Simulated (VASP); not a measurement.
Here is a VASP 6.6.1 calculation.

Contents of INCAR:

```
SYSTEM = MgO2
ALGO = Normal
EDIFF = 1E-7
EDIFFG = -0.05
ENCUT = 600
GGA = PE
GGA_COMPAT = .False.
IBRION = 2
ISIF = 3
ISMEAR = 0
LASPH = .True.
LCHARG = .False.
LREAL = .False.
LWAVE = .False.
NELM = 120
NELMIN = 4
NSW = 80
PREC = Accurate
PSTRESS = 935.0
SIGMA = 0.1
```

KPOINTS

```
k-points
0
Gamma
  6 6 6
  0 0 0
```

The input POSCAR:

```
MgO2
1.0
   -2.2358364300      2.2358364300      2.5899110000
    2.2358364300     -2.2358364300      2.5899110000
    2.2358364300      2.2358364300     -2.5899110000
Mg O
2 4
Direct
    0.2500000000      0.2500000000      0.0000000000
    0.7500000000      0.7500000000      0.0000000000
    0.1151000000      0.6151000000      0.7302000000
    0.6151000000      0.8849000000      0.5000000000
    0.8849000000      0.3849000000      0.2698000000
    0.3849000000      0.1151000000      0.5000000000
```

Potentials or basis: VASP PAW PBE potentials, release 64 (Mg, O).

Launch:

```bash
$ cat potpaw_PBE.64/Mg/POTCAR potpaw_PBE.64/O/POTCAR > POTCAR
$ mpirun -np 1 vasp_std > vasp.out
```

**Question.** Predict the relaxed cell.

**Answer.** a = 3.706 Å, b = 3.706 Å, c = 3.706 Å, α = 114.33°, β = 114.33°, γ = 100.14°.

**Question.** Estimate the relaxed volume.

**Answer.** 6.40 Å³/atom.

Forces in eV/Å, atoms in the order of the input:
```
Mg   0.000  0.000  0.000
Mg   0.000  0.000  0.000
O   -0.016 -0.016  0.000
O    0.016 -0.016  0.000
O    0.016  0.016  0.000
O   -0.016  0.016  0.000
```

Caveat: the cell is relaxed towards a set pressure, so the enthalpy falls and the energy may rise; the volume moved by over 15 % at a fixed basis, so the end points are rough; the relaxation stopped at a loose force limit of 0.05 eV/Å, so its end isn't a converged minimum.
